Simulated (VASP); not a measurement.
# W (R-3m) in VASP: notebook

The runs below take W through single point, with LDA.

Program: VASP 6.6.1. These are calculated values, not measurements. Logs are shortened: lines on timing, memory, paths and dates and some standing lists are left out, and cuts for length are marked.

## (1) The cell of the first run

The structure is trigonal, space group R-3m (No. 166). The conventional cell has a = 3.978 Å, b = 3.978 Å, c = 2.971 Å, α = 90.00°, β = 90.00°, γ = 120.00°. Within 3.3 Å of W (site symmetry -3m) lie 14 W at 2.50 to 3.03 Å.

## (2) Single point, LDA (13.57 Å³/atom)

Input file INCAR:

```
SYSTEM = W
PREC = Accurate
ENCUT = 520
EDIFF = 1E-7
ISMEAR = 0
SIGMA = 0.15
LREAL = .False.
LASPH = .True.
NELM = 80
ALGO = Fast
ISIF = 2
LWAVE = .False.
LCHARG = .False.
NBANDS = 13
```

Input file KPOINTS:

```
regular mesh
0
Gamma
  22 22 22
  0 0 0
```

Input file POSCAR:

```
W
1.0
   -1.3036564369      1.5093834184      1.5093834184
    1.5093834184     -1.3036564369      1.5093834184
    1.5093834184      1.5093834184     -1.3036564369
W
1
Direct
    0.0000000000      0.0000000000      0.0000000000
```

Potentials or basis: VASP PAW LDA potentials, release 64 (W_sv).

Command:

```sh
$ cat potpaw_LDA.64/W_sv/POTCAR > POTCAR
$ mpirun -np 1 vasp_std > vasp.out
```

OUTCAR:

```text
SYSTEM = W
   PREC = Accurate
   ENCUT = 520
   EDIFF = 1E-7
   ISMEAR = 0
   LREAL = .False.
   LASPH = .True.
   NELM = 80
   ISIF = 2

 ion  position               nearest neighbor table
   1  0.000  0.000  0.000-

  LATTYP: Found a trigonal (rhomboedric) cell.
 ALAT       =     2.5011990550
 COS(alpha) =    -0.2648972803

  Lattice vectors:

 A1 = (  -1.3036564369,   1.5093834184,   1.5093834184)
 A2 = (   1.5093834184,  -1.3036564369,   1.5093834184)
 A3 = (   1.5093834184,   1.5093834184,  -1.3036564369)

Analysis of symmetry for initial positions (statically):
=====================================================================
 Subroutine PRICEL returns:
 Original cell was already a primitive cell.

 Routine SETGRP: Setting up the symmetry group for a
 trigonal (rhombohedral) supercell.

 Subroutine GETGRP returns: Found 12 space group operations
 (whereof 12 operations were pure point group operations)
 out of a pool of 12 trial point group operations.

The static configuration has the point symmetry D_3d.

Analysis of symmetry for dynamics (positions and initial velocities):
=====================================================================
 Subroutine PRICEL returns:
 Original cell was already a primitive cell.

 Routine SETGRP: Setting up the symmetry group for a
 trigonal (rhombohedral) supercell.

 Subroutine GETGRP returns: Found 12 space group operations
 (whereof 12 operations were pure point group operations)
 out of a pool of 12 trial point group operations.

The dynamic configuration has the point symmetry D_3d.

 Subroutine INISYM returns: Found 12 space group operations
 (whereof 12 operations are pure point group operations),
 and found     1 'primitive' translations

----------------------------------------------------------------------------------------

                                     Primitive cell

  volume of cell :      13.5720

  direct lattice vectors                    reciprocal lattice vectors
    -1.303656437  1.509383418  1.509383418    -0.042640598  0.312846722  0.312846722
     1.509383418 -1.303656437  1.509383418     0.312846722 -0.042640598  0.312846722
     1.509383418  1.509383418 -1.303656437     0.312846722  0.312846722 -0.042640598

  length of vectors
     2.501199055  2.501199055  2.501199055     0.444482130  0.444482130  0.444482130

  position of ions in fractional coordinates (direct lattice)
     0.000000000  0.000000000  0.000000000

  ion indices of the primitive-cell ions
   primitive index   ion index
                 1           1

----------------------------------------------------------------------------------------

 KPOINTS: regular mesh

Automatic generation of k-mesh.
 Grid dimensions read from file:
 generate k-points for:   22   22   22

 Generating k-lattice:

  Cartesian coordinates                     Fractional coordinates (reciprocal lattice)
    -0.001938209  0.014220306  0.014220306     0.045454545 -0.000000000 -0.000000000
     0.014220306 -0.001938209  0.014220306    -0.000000000  0.045454545 -0.000000000
     0.014220306  0.014220306 -0.001938209    -0.000000000 -0.000000000  0.045454545

  Length of vectors
     0.020203733  0.020203733  0.020203733

  Shift w.r.t. Gamma in fractional coordinates (k-lattice)
     0.000000000  0.000000000  0.000000000

 Subroutine IBZKPT returns following result:
 ===========================================

 Found   1024 irreducible k-points:

 Following reciprocal coordinates:
            Coordinates               Weight
  0.000000  0.000000  0.000000      1.000000
  0.045455  0.000000  0.000000      6.000000
  0.090909  0.000000  0.000000      6.000000
  0.136364  0.000000  0.000000      6.000000
  0.181818  0.000000  0.000000      6.000000
  0.227273  0.000000  0.000000      6.000000
[... 16 lines left out ...]
  0.500000  0.045455  0.000000     12.000000
 -0.454545  0.045455 -0.000000     12.000000
 [... further k-points ...]
   k-points           NKPTS =   1024   k-points in BZ     NKDIM =   1024   number of bands    NBANDS=     13
   number of dos      NEDOS =    301   number of ions     NIONS =      1
   total plane-waves  NPLWV =   8000
   dimension x,y,z NGX =    20 NGY =   20 NGZ =   20
   dimension x,y,z NGXF=    40 NGYF=   40 NGZF=   40
   ions per type =               1
   NGX,Y,Z   is equivalent  to a cutoff of  13.29, 13.29, 13.29 a.u.
   NGXF,Y,Z  is equivalent  to a cutoff of  26.59, 26.59, 26.59 a.u.
 SYSTEM =  W
   PREC   = accura    normal or accurate (medium, high low for compatibility)
   ISTART =      0    job   : 0-new  1-cont  2-samecut
   ICHARG =      2    charge: 1-file 2-atom 10-const
   ISPIN  =      1    spin polarized calculation?
   LNONCOLLINEAR =      F non collinear calculations
   LSORBIT =      F    spin-orbit coupling
   LASPH  =      T    aspherical Exc in radial PAW
   ENCUT  =  520.0 eV  38.22 Ry    6.18 a.u.   4.65  4.65  4.65*2*pi/ulx,y,z
   NELM   =     80;   NELMIN=  2; NELMDL= -5     # of ELM steps
   EDIFF  = 0.1E-06   stopping-criterion for ELM
   LREAL  =      F    real-space projection
   EDIFFG = 0.1E-05   stopping-criterion for IOM
   NSW    =      0    number of steps for IOM
   IBRION =     -1    ionic relax: 0-MD 1-quasi-New 2-CG
   NFREE  =      0    steps in history (QN), initial steepest desc. (CG)
   ISIF   =      2    stress and relaxation
   ISYM   =      2    0-nonsym 1-usesym 2-fastsym
   POTIM  = 0.5000    time-step for ionic-motion
   TEBEG  =    0.0;   TEEND  =   0.0 temperature during run
   PSTRESS=    0.0 pullay stress
   NELECT =      14.0000    total number of electrons
   NUPDOWN=      -1.0000    fix difference up-down
   EMIN   =  10.00;   EMAX   =-10.00  energy-range for DOS
   EFERMI =   0.00;   METHOD = LEGACY
   ISMEAR =     0;   SIGMA  =   0.15  broadening in eV -4-tet -1-fermi 0-gaus
   EFERMI_NEDOS =   21; number of points for ismear=-14 and -15
   IALGO  =     68    algorithm
   IMIX   =      4    mixing-type and parameters
     AMIX     =   0.40;   BMIX     =  1.00
     AMIX_MAG =   1.60;   BMIX_MAG =  1.00
  volume/ion in A,a.u.               =      13.57        91.59
  Fermi-wavevector in a.u.,A,eV,Ry     =   1.654130  3.125852 37.227514  2.736145
  Thomas-Fermi vector in A             =   2.742450
   LORBIT       =      0    0 simple, 1 ext, 2 COOP (PROOUT), +10 PAW based schemes
   GGA     = CA    functional components
   LHFCALC =     F    Hartree Fock is set to
   AEXX    =    0.0000 exact exchange contribution
   IVDW    =     0    specifies the selected vdW correction
   LEPSILON=     F    determine dielectric tensor
   LRPA    =     F    only Hartree local field effects (RPA)
 non-spin polarized calculation
 RMM-DIIS sequential band-by-band and
 Gauss-broadening in eV      SIGMA  =   0.15
  energy-cutoff  :      520.00
  volume of cell :       13.57
 maximum number of plane-waves:       387
   NGX =  9   NGY =  9   NGZ =  9

 number of electron      13.9999999 magnetization

 Free energy of the ion-electron system (eV)
  ---------------------------------------------------
  ext. energy  EPLUGINS =         0.00000000
  ---------------------------------------------------
  free energy    TOTEN  =       -13.37417354 eV

  energy without entropy =      -13.36796602  energy(sigma->0) =      -13.37106978

 E-fermi :  13.9433     XC(G=0): -14.6904

 val. band max:       13.9411265984   @ k =   0.4545   0.0000   0.0000
 cond. band min:      13.9438794563   @ k =  -0.4091  -0.4091   0.2727
 fundamental gap:      0.0027528579
 Fermi energy:        13.9433352000

 k-point     1 :       0.0000    0.0000    0.0000
  band No.  band energies     occupation
      1     -59.9506      2.00000
      2     -23.7040      2.00000
      3     -23.1714      2.00000
      4     -23.1714      2.00000
      5       3.4516      2.00000
      6      10.2461      2.00000
      7      10.2461      2.00000
      8      14.9355      0.00000
      9      17.3163      0.00000
     10      17.3163      0.00000
     11      27.8540      0.00000
     12      27.8540      0.00000
     13      31.5533      0.00000

 k-point     2 :       0.0455    0.0000    0.0000
  band No.  band energies     occupation
      1     -59.9458      2.00000
      2     -23.7231      2.00000
      3     -23.2085      2.00000
      4     -23.1712      2.00000
      5       3.5613      2.00000
      6      10.2273      2.00000
      7      10.2936      2.00000
      8      14.9346      0.00000
      9      17.2567      0.00000
     10      17.2789      0.00000
     11      27.9684      0.00000
     12      28.1197      0.00000
     13      31.6856      0.00000

 k-point     3 :       0.0909    0.0000    0.0000
  band No.  band energies     occupation
      1     -59.9319      2.00000
      2     -23.7913      2.00000
      3     -23.3027      2.00000
      4     -23.1705      2.00000
      5       3.8779      2.00000
      6      10.1698      2.00000
      7      10.4212      2.00000
      8      14.9462      0.00000
      9      17.1294      0.00000
     10      17.1855      0.00000
     11      28.2856      0.00000
     12      28.8406      0.00000
     13      32.0639      0.00000

 k-point     4 :       0.1364    0.0000    0.0000
  band No.  band energies     occupation
      1     -59.9098      2.00000
      2     -23.9366      2.00000
      3     -23.4077      2.00000
      4     -23.1694      2.00000
      5       4.3641      2.00000
      6      10.0718      2.00000
      7      10.5879      2.00000
      8      15.0262      0.00000
      9      17.0334      0.00000
     10      17.0815      0.00000
     11      28.7357      0.00000
     12      29.8009      0.00000
     13      32.6163      0.00000

 k-point     5 :       0.1818    0.0000    0.0000
  band No.  band energies     occupation
      1     -59.8814      2.00000
      2     -24.1707      2.00000
      3     -23.4862      2.00000
      4     -23.1680      2.00000
      5       4.9568      2.00000
      6       9.9338      2.00000
      7      10.7516      2.00000
      8      15.2732      0.00000
      9      17.0163      0.00000
     10      17.0286      0.00000
     11      29.2095      0.00000
     12      30.6061      0.00000
     13      33.1859      0.00000
[... 257 lines left out ...]
 k-point    22 :       0.4545    0.0455    0.0000
  band No.  band energies     occupation
      1     -59.7113      2.00000
      2     -25.6332      2.00000
      3     -23.6850      2.00000
      4     -23.1870      2.00000
      5       6.6565      2.00000
      6       9.0053      2.00000
      7      14.0230      0.45287
      8      17.3434      0.00000
      9      18.0979      0.00000
     10      19.1557      0.00000
     11      26.9255      0.00000
     12      27.3523      0.00000
     13      33.7500      0.00000

 k-point    23 :       0.5000    0.0455    0.0000
  band No.  band energies     occupation
      1     -59.7080      2.00000
      2     -25.6625      2.00000
      3     -23.6780      2.00000
      4     -23.1827      2.00000
      5       6.6657      2.00000
      6       9.0059      2.00000
      7      13.8772      1.46711
      8      17.4073      0.00000
      9      18.0065      0.00000
     10      19.3325      0.00000
     11      27.1551      0.00000
     12      27.3485      0.00000
     13      33.5684      0.00000

 k-point    24 :      -0.4545    0.0455   -0.0000
  band No.  band energies     occupation
      1     -59.7145      2.00000
      2     -25.6100      2.00000
      3     -23.6645      2.00000
      4     -23.1789      2.00000
      5       6.6930      2.00000
      6       9.0674      2.00000
      7      13.2642      2.00000
      8      17.4960      0.00000
      9      17.7787      0.00000
     10      19.3587      0.00000
     11      27.2318      0.00000
     12      27.6520      0.00000
     13      34.3841      0.00000

 [... further k-points ...]

------------------------ aborting loop because EDIFF is reached ----------------------------------------

  FORCE on cell =-STRESS in cart. coord.  units (eV):
  Direction    XX          YY          ZZ          XY          YZ          ZX
  --------------------------------------------------------------------------------------
  -------------------------------------------------------------------------------------
  Total        5.8273060      5.8273060      5.8273060     -1.8997116     -1.8997116     -1.8997116
  in kB      687.9146396    687.9146396    687.9146396   -224.2613393   -224.2613393   -224.2613393
  external PRESSURE =     687.9146396 kB  Pullay stress =       0.0000000 kB

 VOLUME and BASIS-vectors are now :
 -----------------------------------------------------------------------------
  energy-cutoff  :      520.00
  volume of cell :       13.57
      direct lattice vectors                 reciprocal lattice vectors
    -1.303656437  1.509383418  1.509383418    -0.042640598  0.312846722  0.312846722
     1.509383418 -1.303656437  1.509383418     0.312846722 -0.042640598  0.312846722
     1.509383418  1.509383418 -1.303656437     0.312846722  0.312846722 -0.042640598

 POSITION                                       TOTAL-FORCE (eV/Angst)
 -----------------------------------------------------------------------------------
      0.00000      0.00000      0.00000        -0.000000      0.000000      0.000000
 -----------------------------------------------------------------------------------
    total drift:                                0.000000     -0.000000      0.000000

  FREE ENERGIE OF THE ION-ELECTRON SYSTEM (eV)
  ---------------------------------------------------
  free  energy   TOTEN  =       -13.3741735442 eV

  energy  without entropy=      -13.3679660176  energy(sigma->0) =      -13.37106978
```

Run time: 68 s. Hardware: 1 thread of Intel Xeon 6975P-C (Granite Rapids), shared host; peak memory 0.27 GiB.

What came out:

```
Free energy            : -13.3742 eV
Pressure               : 68.8 GPa
Band gap on the k mesh : zero (bands 7 and 8 overlap by 3.75 eV)
```

Caveat: the cell stands under pressure; spin-orbit coupling is left out, which moves the levels of the heavy elements.

(Part 1 of 2 ends here.)
